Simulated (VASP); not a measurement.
Crystal: ZrC.

```
Zr C
1.0
     0.00000    2.35432    2.35432
     2.35432    0.00000    2.35432
     2.35432    2.35432    0.00000
Zr C
1 1
Direct
  0.50000 0.50000 0.50000
  0.00000 0.00000 0.00000
```

Base run:

| Quantity | Value |
| --- | --- |
| Program | VASP 6.6.1 |
| Functional | PBE |
| Potentials or basis | VASP PAW PBE potentials, release 64 (Zr_sv, C) |
| Cutoff | 520 eV |
| k mesh | 20 × 20 × 20 |
| Occupations | gaussian, width 0.1 eV |
| Spin | no spin polarisation |

Its results: band gap on the k mesh zero (bands 8 and 9 overlap by 1.31 eV); pressure 0.3 GPa.

Question: The run is repeated on the same cell with these changes: functional from PBE to LDA; potentials or basis from VASP PAW PBE potentials, release 64 (Zr_sv, C) to VASP PAW LDA potentials, release 64 (Zr_sv, C). What comes out?

Answer: Band gap on the k mesh zero (bands 8 and 9 overlap by 1.31 eV); pressure -9.2 GPa.

Caveats: the cell stands under tension (at least some runs).
